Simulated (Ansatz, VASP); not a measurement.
AgCl in VASP and in Ansatz

File INCAR:

```
PREC     = Accurate       # precision mode
ENCUT    = 520            # plane-wave cutoff, eV
EDIFF    = 1E-8           # SCF threshold, eV
ISMEAR   = -1             # smearing method
SIGMA    = 0.08           # smearing width, eV
LREAL    = F              # projectors in reciprocal space
LASPH    = T              # aspherical terms in the spheres
NELM     = 60             # most SCF steps
ALGO     = Normal         # electronic algorithm
ISIF     = 2              # what is computed and relaxed
LWAVE    = F              # write WAVECAR
LCHARG   = F              # write CHGCAR
GGA      = PE             # functional
LEFG     = T            
NBANDS   = 16             # bands
```

The input KPOINTS:

```
Automatic mesh
0
Gamma
  12 12 12
```

POSCAR

```
AgCl
1.0
    0.0000000000      2.7484259708      2.7484259708
    2.7484259708      0.0000000000      2.7484259708
    2.7484259708      2.7484259708      0.0000000000
Ag Cl
1 1
Direct
    0.0000000000      0.0000000000      0.0000000000
    0.5000000000      0.5000000000      0.5000000000
```

Input for Ansatz:

```yaml
crystal:
  lattice:
    - [0.0, 2.7484259708, 2.7484259708]
    - [2.7484259708, 0.0, 2.7484259708]
    - [2.7484259708, 2.7484259708, 0.0]
  atoms:
    - { symbol: Ag, position: [0.0, 0.0, 0.0] }
    - { symbol: Cl, position: [0.5, 0.5, 0.5] }
kpoints:
  mp_grid: { grid: [12, 12, 12] }
scf:
  occupations: { method: fermi_dirac, width: 0.08 }
hamiltonian:
  xc: pbe
  pseudopotentials: { kind: all_electron, datasets: crystal }
output:
  forces: true
  stress: true
  eigenvalues: true
  efg: { contact_densities: true }
```

Change from the starting cell: volume scaled by 0.9405, crystal datasets.

Alike in both runs: task electric field gradients; functional PBE; k mesh 12 × 12 × 12; occupations fermi-dirac, width 0.08 eV; no spin polarisation.

|  | VASP | Ansatz |
| --- | --- | --- |
| version | VASP 6.6.1 | Ansatz 0.2.0 |
| potentials or method | VASP PAW PBE potentials, release 64 (Ag, Cl), cutoff 520 eV | all-electron PAW with datasets made for the crystal, scalar-relativistic |

VASP gave:

* pressure (GPa): 2.9

Question: Which values does Ansatz return?

Answer: Pressure (GPa): 3.1.

Ansatz ran all-electron here, and VASP with PAW potentials.
